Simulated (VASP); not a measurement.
# B (Im-3m) in VASP: a series of runs

B is run at these levels: PBE; tasks: relaxation of cell and atoms, single point.

Program: VASP 6.6.1. These are calculated values, not measurements. Logs are shortened: lines on timing, memory, paths and dates and some standing lists are left out, and cuts for length are marked.

## Step 1: The cell of the first run

The structure is cubic, space group Im-3m (No. 229). Conventional cell: a = 2.351 Å, b = 2.351 Å, c = 2.351 Å, α = 90.00°, β = 90.00°, γ = 90.00°. Within 2.7 Å of B (site symmetry m-3m) lie 14 B at 2.04 to 2.35 Å.

## Step 2: Relaxation of cell and atoms, PBE

Contents of INCAR:

```
PREC     = Accurate       # precision mode
ENCUT    = 600            # plane-wave cutoff, eV
EDIFF    = 1E-7           # SCF threshold, eV
ISMEAR   = -1             # smearing method
SIGMA    = 0.1            # smearing width, eV
LREAL    = False          # projectors in reciprocal space
LASPH    = True           # aspherical terms in the spheres
NELM     = 60             # most SCF steps
ALGO     = Normal         # electronic algorithm
ISIF     = 3              # what is computed and relaxed
LWAVE    = False          # write WAVECAR
LCHARG   = False          # write CHGCAR
GGA      = PE             # functional
IBRION   = 2              # ionic algorithm
NSW      = 60             # ionic steps
EDIFFG   = -0.005         # ionic threshold
```

Contents of KPOINTS:

```
regular mesh
0
Gamma
  22 22 22
```

Contents of POSCAR:

```
B
1.0
   -1.1756673439      1.1756673439      1.1756673439
    1.1756673439     -1.1756673439      1.1756673439
    1.1756673439      1.1756673439     -1.1756673439
B
1
Direct
    0.0000000000      0.0000000000      0.0000000000
```

Potentials or basis: VASP PAW PBE potentials, release 64 (B).

On the command line:

```
cat potpaw_PBE.64/B/POTCAR > POTCAR
mpirun -np 1 vasp_std > vasp.out
```

OUTCAR:

```text
PREC = Accurate
   ENCUT = 600
   EDIFF = 1E-7
   ISMEAR = -1
   LREAL = False
   LASPH = True
   NELM = 60
   ISIF = 3
   GGA = PE
   IBRION = 2
   NSW = 60
   EDIFFG = -0.005

 ion  position               nearest neighbor table
   1  0.000  0.000  0.000-

  LATTYP: Found a body centered cubic cell.
 ALAT       =     2.3513346878

  Lattice vectors:

 A1 = (  -1.1756673439,   1.1756673439,   1.1756673439)
 A2 = (   1.1756673439,  -1.1756673439,   1.1756673439)
 A3 = (   1.1756673439,   1.1756673439,  -1.1756673439)

Analysis of symmetry for initial positions (statically):
=====================================================================
 Subroutine PRICEL returns:
 Original cell was already a primitive cell.

 Routine SETGRP: Setting up the symmetry group for a
 body centered cubic supercell.

 Subroutine GETGRP returns: Found 48 space group operations
 (whereof 48 operations were pure point group operations)
 out of a pool of 48 trial point group operations.

The static configuration has the point symmetry O_h .

Analysis of symmetry for dynamics (positions and initial velocities):
=====================================================================
 Subroutine PRICEL returns:
 Original cell was already a primitive cell.

 Routine SETGRP: Setting up the symmetry group for a
 body centered cubic supercell.

 Subroutine GETGRP returns: Found 48 space group operations
 (whereof 48 operations were pure point group operations)
 out of a pool of 48 trial point group operations.

The dynamic configuration has the point symmetry O_h .

 Subroutine INISYM returns: Found 48 space group operations
 (whereof 48 operations are pure point group operations),
 and found     1 'primitive' translations

----------------------------------------------------------------------------------------

                                     Primitive cell

  volume of cell :       6.5000

  direct lattice vectors                    reciprocal lattice vectors
    -1.175667344  1.175667344  1.175667344     0.000000000  0.425290370  0.425290370
     1.175667344 -1.175667344  1.175667344     0.425290370  0.000000000  0.425290370
     1.175667344  1.175667344 -1.175667344     0.425290370  0.425290370  0.000000000

  length of vectors
     2.036315572  2.036315572  2.036315572     0.601451410  0.601451410  0.601451410

  position of ions in fractional coordinates (direct lattice)
     0.000000000  0.000000000  0.000000000

  ion indices of the primitive-cell ions
   primitive index   ion index
                 1           1

----------------------------------------------------------------------------------------

 KPOINTS: regular mesh

Automatic generation of k-mesh.
 Grid dimensions read from file:
 generate k-points for:   22   22   22

 Generating k-lattice:

  Cartesian coordinates                     Fractional coordinates (reciprocal lattice)
     0.000000000  0.019331380  0.019331380     0.045454545  0.000000000  0.000000000
     0.019331380  0.000000000  0.019331380     0.000000000  0.045454545  0.000000000
     0.019331380  0.019331380  0.000000000     0.000000000  0.000000000  0.045454545

  Length of vectors
     0.027338700  0.027338700  0.027338700

  Shift w.r.t. Gamma in fractional coordinates (k-lattice)
     0.000000000  0.000000000  0.000000000

 Subroutine IBZKPT returns following result:
 ===========================================

 Found    328 irreducible k-points:

 Following reciprocal coordinates:
            Coordinates               Weight
  0.000000  0.000000  0.000000      1.000000
  0.045455  0.000000  0.000000     12.000000
  0.090909  0.000000  0.000000     12.000000
  0.136364  0.000000  0.000000     12.000000
  0.181818  0.000000  0.000000     12.000000
  0.227273  0.000000  0.000000     12.000000
[... 16 lines left out ...]
  0.090909  0.090909  0.000000     24.000000
  0.136364  0.090909  0.000000     48.000000
 [... further k-points ...]
   k-points           NKPTS =    328   k-points in BZ     NKDIM =    328   number of bands    NBANDS=      5
   number of dos      NEDOS =    301   number of ions     NIONS =      1
   total plane-waves  NPLWV =   4096
   dimension x,y,z NGX =    16 NGY =   16 NGZ =   16
   dimension x,y,z NGXF=    32 NGYF=   32 NGZF=   32
   ions per type =               1
   NGX,Y,Z   is equivalent  to a cutoff of  13.06, 13.06, 13.06 a.u.
   NGXF,Y,Z  is equivalent  to a cutoff of  26.12, 26.12, 26.12 a.u.
 SYSTEM =  unknown system
   PREC   = accura    normal or accurate (medium, high low for compatibility)
   ISTART =      0    job   : 0-new  1-cont  2-samecut
   ICHARG =      2    charge: 1-file 2-atom 10-const
   ISPIN  =      1    spin polarized calculation?
   LNONCOLLINEAR =      F non collinear calculations
   LSORBIT =      F    spin-orbit coupling
   LASPH  =      T    aspherical Exc in radial PAW
   ENCUT  =  600.0 eV  44.10 Ry    6.64 a.u.   4.07  4.07  4.07*2*pi/ulx,y,z
   NELM   =     60;   NELMIN=  2; NELMDL= -5     # of ELM steps
   EDIFF  = 0.1E-06   stopping-criterion for ELM
   LREAL  =      F    real-space projection
   EDIFFG = -.5E-02   stopping-criterion for IOM
   NSW    =     60    number of steps for IOM
   IBRION =      2    ionic relax: 0-MD 1-quasi-New 2-CG
   NFREE  =      1    steps in history (QN), initial steepest desc. (CG)
   ISIF   =      3    stress and relaxation
   ISYM   =      2    0-nonsym 1-usesym 2-fastsym
   POTIM  = 0.5000    time-step for ionic-motion
   TEBEG  =    0.0;   TEEND  =   0.0 temperature during run
   PSTRESS=    0.0 pullay stress
   NELECT =       3.0000    total number of electrons
   NUPDOWN=      -1.0000    fix difference up-down
   EMIN   =  10.00;   EMAX   =-10.00  energy-range for DOS
   EFERMI =   0.00;   METHOD = LEGACY
   ISMEAR =    -1;   SIGMA  =   0.10  broadening in eV -4-tet -1-fermi 0-gaus
   EFERMI_NEDOS =   21; number of points for ismear=-14 and -15
   IALGO  =     38    algorithm
   IMIX   =      4    mixing-type and parameters
     AMIX     =   0.40;   BMIX     =  1.00
     AMIX_MAG =   1.60;   BMIX_MAG =  1.00
  volume/ion in A,a.u.               =       6.50        43.86
  Fermi-wavevector in a.u.,A,eV,Ry     =   1.265156  2.390798 21.777758  1.600620
  Thomas-Fermi vector in A             =   2.398424
   LORBIT       =      0    0 simple, 1 ext, 2 COOP (PROOUT), +10 PAW based schemes
   GGA     = PE    functional components
   LHFCALC =     F    Hartree Fock is set to
   AEXX    =    0.0000 exact exchange contribution
   IVDW    =     0    specifies the selected vdW correction
   LEPSILON=     F    determine dielectric tensor
   LRPA    =     F    only Hartree local field effects (RPA)
 conjugate gradient relaxation of ions
 non-spin polarized calculation
  energy-cutoff  :      600.00
  volume of cell :        6.50
 maximum number of plane-waves:       236
   NGX =  9   NGY =  9   NGZ =  9

--------------------------------------- Ionic step        1  -------------------------------------------

 number of electron       3.0000000 magnetization

 Free energy of the ion-electron system (eV)
  ---------------------------------------------------
  ext. energy  EPLUGINS =         0.00000000
  ---------------------------------------------------
  free energy    TOTEN  =        -4.98362140 eV

  energy without entropy =       -4.97553403  energy(sigma->0) =       -4.97957772

 E-fermi :   9.3058     XC(G=0): -12.6229

 val. band max:        9.2909039793   @ k =  -0.4545   0.4545   0.3636
 cond. band min:       9.3084288862   @ k =  -0.3182   0.4545   0.0455
 fundamental gap:      0.0175249069
 Fermi energy:         9.3058205440

 k-point     1 :       0.0000    0.0000    0.0000
  band No.  band energies     occupation
      1      -8.6613      2.00000
      2      24.0720      0.00000
      3      24.0720      0.00000
      4      24.0720      0.00000
      5      42.0404      0.00000

 k-point     2 :       0.0455    0.0000    0.0000
  band No.  band energies     occupation
      1      -8.5704      2.00000
      2      23.7816      0.00000
      3      23.8539      0.00000
      4      24.0195      0.00000
      5      41.1817      0.00000

 k-point     3 :       0.0909    0.0000    0.0000
  band No.  band energies     occupation
      1      -8.2978      2.00000
      2      22.9010      0.00000
      3      23.2610      0.00000
      4      23.8646      0.00000
      5      39.0249      0.00000

 k-point     4 :       0.1364    0.0000    0.0000
  band No.  band energies     occupation
      1      -7.8437      2.00000
      2      21.4372      0.00000
      3      22.4317      0.00000
      4      23.6165      0.00000
      5      37.0487      0.00000
[... 208 lines left out ...]
 VOLUME and BASIS-vectors are now :
 -----------------------------------------------------------------------------
  energy-cutoff  :      600.00
  volume of cell :        6.09
      direct lattice vectors                 reciprocal lattice vectors
    -1.150112143  1.150112143  1.150112143     0.000000000  0.434740215  0.434740215
     1.150112143 -1.150112143  1.150112143     0.434740215  0.000000000  0.434740215
     1.150112143  1.150112143 -1.150112143     0.434740215  0.434740215  0.000000000

 POSITION                                       TOTAL-FORCE (eV/Angst)
 -----------------------------------------------------------------------------------
      0.00000      0.00000      0.00000        -0.000000     -0.000000      0.000000
 -----------------------------------------------------------------------------------
    total drift:                               -0.000000     -0.000000     -0.000000

  FREE ENERGIE OF THE ION-ELECTRON SYSTEM (eV)
  ---------------------------------------------------
  free  energy   TOTEN  =        -4.9961966641 eV

  energy  without entropy=       -4.9891964245  energy(sigma->0) =       -4.99269654

--------------------------------------- Ionic step        3  -------------------------------------------

 number of electron       3.0000000 magnetization

 Free energy of the ion-electron system (eV)
  ---------------------------------------------------
  ext. energy  EPLUGINS =         0.00000000
  ---------------------------------------------------
  free energy    TOTEN  =        -4.99662097 eV

  energy without entropy =       -4.98947559  energy(sigma->0) =       -4.99304828

 E-fermi :  10.0202     XC(G=0): -12.8557

 val. band max:       10.0103793391   @ k =  -0.3182   0.4545   0.0455
 cond. band min:      10.0954628333   @ k =   0.2727   0.2273   0.1818
 fundamental gap:      0.0850834942
 Fermi energy:        10.0201719395

 k-point     1 :       0.0000    0.0000    0.0000
  band No.  band energies     occupation
      1      -8.6454      2.00000
      2      25.5192      0.00000
      3      25.5192      0.00000
      4      25.5192      0.00000
      5      43.7756      0.00000

 k-point     2 :       0.0455    0.0000    0.0000
  band No.  band energies     occupation
      1      -8.5518      2.00000
      2      25.2134      0.00000
      3      25.2854      0.00000
      4      25.4623      0.00000
      5      42.8660      0.00000

 k-point     3 :       0.0909    0.0000    0.0000
  band No.  band energies     occupation
      1      -8.2712      2.00000
      2      24.2848      0.00000
      3      24.6520      0.00000
      4      25.2942      0.00000
      5      40.6184      0.00000

 k-point     4 :       0.1364    0.0000    0.0000
  band No.  band energies     occupation
      1      -7.8038      2.00000
      2      22.7389      0.00000
      3      23.7698      0.00000
      4      25.0253      0.00000
      5      38.5941      0.00000
[... 173 lines left out ...]
 VOLUME and BASIS-vectors are now :
 -----------------------------------------------------------------------------
  energy-cutoff  :      600.00
  volume of cell :        6.14
      direct lattice vectors                 reciprocal lattice vectors
    -1.153854492  1.153854492  1.153854492     0.000000000  0.433330202  0.433330202
     1.153854492 -1.153854492  1.153854492     0.433330202  0.000000000  0.433330202
     1.153854492  1.153854492 -1.153854492     0.433330202  0.433330202  0.000000000

 POSITION                                       TOTAL-FORCE (eV/Angst)
 -----------------------------------------------------------------------------------
      0.00000      0.00000      0.00000         0.000000      0.000000     -0.000000
 -----------------------------------------------------------------------------------
    total drift:                               -0.000000      0.000000     -0.000000

  FREE ENERGIE OF THE ION-ELECTRON SYSTEM (eV)
  ---------------------------------------------------
  free  energy   TOTEN  =        -4.9966209744 eV

  energy  without entropy=       -4.9894755881  energy(sigma->0) =       -4.99304828

 reached required accuracy - stopping structural energy minimisation
```

Run time: 26 s. Hardware: 1 thread of AMD EPYC 7R13, shared host; peak memory 0.09 GiB.

What came out:

```
Free energy                            : -4.9966 eV
Relaxed volume                         : 6.14 Å³/atom
Relaxed cell                           : a = 1.999 Å, b = 1.999 Å, c = 1.999 Å, α = 109.47°, β = 109.47°, γ = 109.47°
Space group after relaxing (to 0.05 Å) : Im-3m (No. 229)
Energy gained by relaxing              : 13.0 meV/atom
Ionic steps                            : 3
Pressure after relaxing                : 0.0 GPa
```

The path:
| step | energy change (eV) | largest force (eV/Å) | pressure (GPa) | volume (Å³) |
| --- | --- | --- | --- | --- |
| 1 | 0.0000 | 0.0000 | -11.11 | 6.50 |
| 2 | -0.0126 | 0.0000 | 2.29 | 6.09 |
| 3 | -0.0130 | 0.0000 | 0.02 | 6.14 |

Final structure:
```xyz
1
Lattice="-1.1539 1.1539 1.1539 1.1539 -1.1539 1.1539 1.1539 1.1539 -1.1539" Properties=species:S:1:pos:R:3 pbc="T T T"
B     0.0000    0.0000    0.0000
```

## Step 3: Single point, PBE (volume scaled by 0.43)

Contents of INCAR:

```
SYSTEM = B
  PREC = Accurate
  ENCUT = 520
  EDIFF = 1E-6
  ISMEAR = -1
  SIGMA = 0.1
  LREAL = .False.
  LASPH = .True.
  NELM = 100
  ALGO = Normal
  ISIF = 2
  LWAVE = .False.
  LCHARG = .True.
  GGA = PE
  LELF = .True.
  LVHAR = .True.
  NBANDS = 8
```

Contents of KPOINTS:

```
regular mesh
0
Gamma
  22 22 22
  0 0 0
```

Contents of POSCAR:

```
B
1.0
   -0.8711667728      0.8711667728      0.8711667728
    0.8711667728     -0.8711667728      0.8711667728
    0.8711667728      0.8711667728     -0.8711667728
B
1
Direct
    0.0000000000      0.0000000000      0.0000000000
```

Potentials or basis: VASP PAW PBE potentials, release 64 (B).

On the command line:

```
cat potpaw_PBE.64/B/POTCAR > POTCAR
mpirun -np 1 vasp_std > vasp.out
```

Run time: 12 s. Hardware: 1 thread of AMD EPYC 7R13, shared host; peak memory 0.08 GiB.

The run converged, but its numbers aren't listed here, since they failed a check.

Caveat: the cell differs from its parent crystal (volume scaled by 0.43).

[end of part 1 of 2]
